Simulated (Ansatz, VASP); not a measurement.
**C in VASP and in Ansatz**

```xyz
10
Lattice="-2.4913 0.0000 0.0000 -1.2456 -2.1575 0.0000 0.0001 0.0001 10.2539" Properties=species:S:1:pos:R:3 pbc="T T T"
C     0.9961    0.5751    8.9635
C    -2.7408   -1.5824    7.4366
C    -0.2495   -0.1441    1.2898
C    -2.7408   -1.5824    4.8564
C    -0.2495   -0.1441    2.8177
C    -2.7408   -1.5824    3.3284
C    -0.2495   -0.1441    9.4776
C    -1.4951   -0.8632    6.9225
C    -1.4951   -0.8632    0.7759
C    -1.4951   -0.8632    5.3703
```

Alike in both runs: task single point; functional LDA; k mesh 10 × 10 × 3; occupations gaussian, width 0.05 eV; no spin polarisation.

|  | VASP | Ansatz |
| --- | --- | --- |
| version | VASP 6.6.1 | Ansatz 0.2.0 |
| potentials or method | VASP PAW LDA potentials, release 64 (C_h), cutoff 910 eV | scalar-relativistic, plane waves, PAW |
| valence electrons in the cell | 40 | 40 |

Ansatz gave:

| Property | Result |
| --- | --- |
| gap on the k mesh at the Fermi level (eV) | none |
| rms of the force components (eV/Å) | 0.983 |

Which values does VASP return?

gap on the k mesh at the Fermi level (eV): none; rms of the force components (eV/Å): 0.976.

LDA's correlation is that of Perdew and Zunger in VASP and of Perdew and Wang (1992) in Ansatz. Atom by atom the forces differ by 0.007 eV/Å (rms over components). A gap of «none» marks a metal or a gap that the smearing closes.

Noted on VASP's run: the cutoff is short for stress, so the pressure is rough.
